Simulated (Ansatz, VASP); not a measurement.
## One calculation of SiO2, two programs

File INCAR:

```
SYSTEM = SiO2
ALGO = Normal
EDIFF = 1E-6
ENCUT = 520
GGA = PE
ISIF = 2
ISMEAR = 0
LASPH = .True.
LCHARG = .False.
LREAL = .False.
LWAVE = .False.
NBANDS = 25
NELM = 100
PREC = Accurate
SIGMA = 0.05
```

Contents of KPOINTS:

```
k-points
0
Gamma
  6 6 10
  0 0 0
```

The input POSCAR:

```
SiO2
1.0
    4.1190851323      0.0000000000      0.0000000000
    0.0000000000      4.1190851323      0.0000000000
    0.0000000000      0.0000000000      2.3894812852
Si O
2 4
Direct
    0.5000000000      0.5000000000      0.5000000000
    0.0000000000      0.0000000000      0.0000000000
    0.6930127928      0.6930127928      0.0000000000
    0.1930127928      0.8069872072      0.5000000000
    0.3069872072      0.3069872072      0.0000000000
    0.8069872072      0.1930127928      0.5000000000
```

Input for Ansatz:

```yaml
crystal:
  lattice:
    - [4.1190851323, 0.0, 0.0]
    - [0.0, 4.1190851323, 0.0]
    - [0.0, 0.0, 2.3894812852]
  atoms:
    - { symbol: Si, position: [0.5, 0.5, 0.5] }
    - { symbol: Si, position: [0.0, 0.0, 0.0] }
    - { symbol: O, position: [0.6930127928, 0.6930127928, 0.0] }
    - { symbol: O, position: [0.1930127928, 0.8069872072, 0.5] }
    - { symbol: O, position: [0.3069872072, 0.3069872072, 0.0] }
    - { symbol: O, position: [0.8069872072, 0.1930127928, 0.5] }
basis:
  ecutwfc: 520.0
kpoints:
  mp_grid: { grid: [6, 6, 10] }
hamiltonian:
  xc: pbe
  pseudopotentials: { kind: paw, azcp: { folder: soft_1 } }
scf:
  occupations: { method: gaussian, width: 0.05 }
output:
  forces: true
  stress: true
  eigenvalues: true
  write_density: true
  write_potential: true
  elf: true
  volumetric_format: npy
```

Alike in both runs: task single point; functional PBE; k mesh 6 × 6 × 10; occupations gaussian, width 0.05 eV; no spin polarisation.

```csv
,VASP,Ansatz
version,VASP 6.6.1,Ansatz 0.2.0
potentials or method,"VASP PAW PBE potentials, release 64 (Si, O), cutoff 520 eV","scalar-relativistic, plane waves, PAW"
valence electrons in the cell,32,32
```

```tsv
	VASP	Ansatz	Ansatz less VASP
gap on the k mesh at the Fermi level (eV)	8.47	8.49	+0.019
least direct gap on the mesh (eV)	8.47	8.49	+0.019
rms of the force components (eV/Å)	0.744	0.711	-0.0330
```

Atom by atom the forces differ by 0.033 eV/Å (rms over components). The functional is the same, so the differences come from potentials, cutoffs and numerics.
